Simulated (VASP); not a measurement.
# Na6BN in VASP: a series of runs, part 2 of 2

VASP 6.6.1.

## Step 3: Single point, PBE

This run uses another cell than the first one, of the same volume but with other edges.

INCAR reads:

```
SYSTEM = Na6BN
ALGO = Normal
EDIFF = 1E-7
ENCUT = 520
GGA = PE
ISIF = 2
ISMEAR = 0
LASPH = .True.
LCHARG = .False.
LREAL = .False.
LWAVE = .False.
NBANDS = 35
NELM = 100
PREC = Accurate
SIGMA = 0.1
```

KPOINTS reads:

```
k-points
0
Gamma
  4 4 4
  0 0 0
```

POSCAR reads:

```
Na6BN
1.0
   -0.0035788337      4.4321971370      4.4321987637
    4.4279538112      0.0038271926      4.4246594899
    5.0614346816      5.0662649017     -0.6390637659
Na B N
6 1 1
Direct
    0.7282092573      0.1332315211      0.7330586883
    0.1336984276      0.4054822732      0.7327570819
    0.2718085862      0.8667298811      0.2669161058
    0.4053381607      0.7282727246      0.7331698615
    0.5945712873      0.2714674875      0.2671965852
    0.8664144689      0.5945452406      0.2669208778
   -0.0001135498      0.0002168080      0.9999905605
    0.5000733619      0.5000540640      0.4999902390
```

Potentials or basis: VASP PAW PBE potentials, release 64 (Na_pv, B, N).

Run with:

```bash
$ cat potpaw_PBE.64/Na_pv/POTCAR potpaw_PBE.64/B/POTCAR potpaw_PBE.64/N/POTCAR > POTCAR
$ mpirun -np 1 vasp_std > vasp.out
```

OUTCAR:

```text
SYSTEM = Na6BN
   EDIFF = 1E-7
   ENCUT = 520
   GGA = PE
   ISIF = 2
   ISMEAR = 0
   LASPH = .True.
   LREAL = .False.
   NELM = 100
   PREC = Accurate

 ion  position               nearest neighbor table
   1  0.728  0.133  0.733-
   2  0.134  0.405  0.733-
   3  0.272  0.867  0.267-
   4  0.405  0.728  0.733-
   5  0.595  0.271  0.267-
   6  0.866  0.595  0.267-
   7  1.000  0.000  1.000-
   8  0.500  0.500  0.500-

  LATTYP: Found a triclinic cell.
 ALAT       =     6.2680754742
 B/A-ratio  =     0.9994937302
 C/A-ratio  =     1.1470544097
 COS(alpha) =     0.0000125239
 COS(beta)  =     0.4350054987
 COS(gamma) =     0.5010757666

  Lattice vectors:

 A1 = (   0.0035788337,  -4.4321971370,  -4.4321987637)
 A2 = (   4.4315326449,  -4.4283699444,  -0.0075392738)
 A3 = (  -5.0614346816,  -5.0662649017,   0.6390637659)

Analysis of symmetry for initial positions (statically):
=====================================================================
 Subroutine PRICEL returns:
[... 180 lines left out ...]
  free energy    TOTEN  =       -18.53126339 eV

  energy without entropy =      -18.46601590  energy(sigma->0) =      -18.49863964

 E-fermi :   0.2886     XC(G=0):  -7.0534

 val. band max:        0.2726982004   @ k =  -0.2500   0.2500   0.2500
 cond. band min:       0.3146695884   @ k =  -0.0000  -0.2500   0.2500
 fundamental gap:      0.0419713880
 Fermi energy:         0.2885846172

 k-point     1 :       0.0000    0.0000    0.0000
  band No.  band energies     occupation
      1     -23.5386      2.00000
      2     -23.5229      2.00000
      3     -23.5228      2.00000
      4     -23.5227      2.00000
      5     -23.5067      2.00000
      6     -23.5064      2.00000
[... 901 lines left out ...]
     34       5.6369      0.00000
     35       6.1992      0.00000

 [... further k-points ...]
[... 5 lines left out ...]
  --------------------------------------------------------------------------------------
  -------------------------------------------------------------------------------------
  Total        0.0323069      0.0357932      0.0387962      0.0291519     -0.0288826     -0.0228320
  in kB        0.2450541      0.2714985      0.2942768      0.2211230     -0.2190800     -0.1731849
  external PRESSURE =       0.2702764 kB  Pullay stress =       0.0000000 kB

 VOLUME and BASIS-vectors are now :
 -----------------------------------------------------------------------------
  energy-cutoff  :      520.00
  volume of cell :      211.22
      direct lattice vectors                 reciprocal lattice vectors
    -0.003578834  4.432197137  4.432198764    -0.106138078  0.119422187  0.106113805
     4.427953811  0.003827193  4.424659490     0.119717038 -0.106195147  0.106291775
     5.061434682  5.066264902 -0.639063766     0.092763942  0.092988378 -0.092913440

 POSITION                                       TOTAL-FORCE (eV/Angst)
 -----------------------------------------------------------------------------------
      4.29767      6.94195      3.34860        -0.001311      0.010014     -0.002572
      5.50378      4.30647      1.91842         0.003880     -0.001949     -0.010401
      5.18785      2.56029      4.86912         0.001808     -0.009665      0.003454
      6.93420      5.51376      4.55036         0.009335      0.003657      0.001879
      2.55232      3.98998      3.66565        -0.010199     -0.004158     -0.000730
      3.98052      5.19469      6.30020        -0.002542      0.001866      0.009501
      5.05877      9.49791      3.79360        -0.000816      0.000712     -0.000293
      4.74309      4.75142      4.10947        -0.000155     -0.000477     -0.000839
 -----------------------------------------------------------------------------------
    total drift:                               -0.000017     -0.000049      0.000001

  FREE ENERGIE OF THE ION-ELECTRON SYSTEM (eV)
  ---------------------------------------------------
  free  energy   TOTEN  =       -18.5312633912 eV

  energy  without entropy=      -18.4660158954  energy(sigma->0) =      -18.49863964
```

OSZICAR:

```text
N       E                     dE             d eps       ncg     rms          rms(c)
[... 17 lines left out ...]
DAV:  18    -0.185317537143E+02    0.34348E-03   -0.59427E-04  2903   0.805E-02    0.123E-01
DAV:  19    -0.185315692602E+02    0.18445E-03   -0.85219E-05  3045   0.391E-02    0.953E-02
DAV:  20    -0.185313826178E+02    0.18664E-03   -0.18372E-04  2604   0.424E-02    0.506E-02
DAV:  21    -0.185313291399E+02    0.53478E-04   -0.20392E-05  2908   0.195E-02    0.448E-02
DAV:  22    -0.185312847030E+02    0.44437E-04   -0.39667E-05  2645   0.242E-02    0.363E-02
DAV:  23    -0.185312645432E+02    0.20160E-04   -0.54714E-05  2986   0.229E-02    0.551E-03
DAV:  24    -0.185312633496E+02    0.11936E-05   -0.51056E-06  2483   0.916E-03    0.122E-03
DAV:  25    -0.185312633912E+02   -0.41557E-07   -0.26912E-07  2348   0.257E-03
   1 F= -.18531263E+02 E0= -.18498640E+02  d E =-.652475E-01
```

Run time: 12 min. Hardware: 1 thread of Oxide Virtual Turin-like, shared host; peak memory 0.43 GiB.

What came out:

| Item | Value |
| --- | --- |
| Free energy | -18.5313 eV |
| Pressure | 0.0 GPa |
| Largest force | 0.011 eV/Å |
| Band gap on the k mesh | zero (band 25 reaches 0.42 eV, above the bottom of band 26 at 0.21 eV) |

Forces in eV/Å, atoms in the order of the input:
```
Na  -0.001  0.010 -0.003
Na   0.004 -0.002 -0.010
Na   0.002 -0.010  0.003
Na   0.009  0.004  0.002
Na  -0.010 -0.004 -0.001
Na  -0.003  0.002  0.010
B   -0.001  0.001  0.000
N    0.000  0.000 -0.001
```

Levels at points of the mesh, in eV from the Fermi level:
```tsv
k point	band 23	band 24	band 25	band 26	band 27	band 28
(0.00, 0.00, 0.00)	-0.85	-0.63	0.10	0.20	0.21	1.59
(0.50, 0.00, 0.00)	-0.94	-0.90	-0.26	-0.07	1.09	2.02
(0.00, 0.50, 0.00)	-0.94	-0.91	-0.26	-0.08	1.09	2.02
(0.50, 0.50, 0.00)	-1.10	-0.09	0.14	0.14	0.76	1.46
(0.00, 0.00, 0.50)	-0.84	-0.84	0.07	0.07	0.91	1.70
(0.50, 0.00, 0.50)	-1.10	-0.09	0.14	0.14	0.76	1.46
(0.00, 0.50, 0.50)	-1.10	-0.09	0.14	0.14	0.76	1.46
(0.50, 0.50, 0.50)	-0.94	-0.91	-0.26	-0.08	1.09	2.02
```
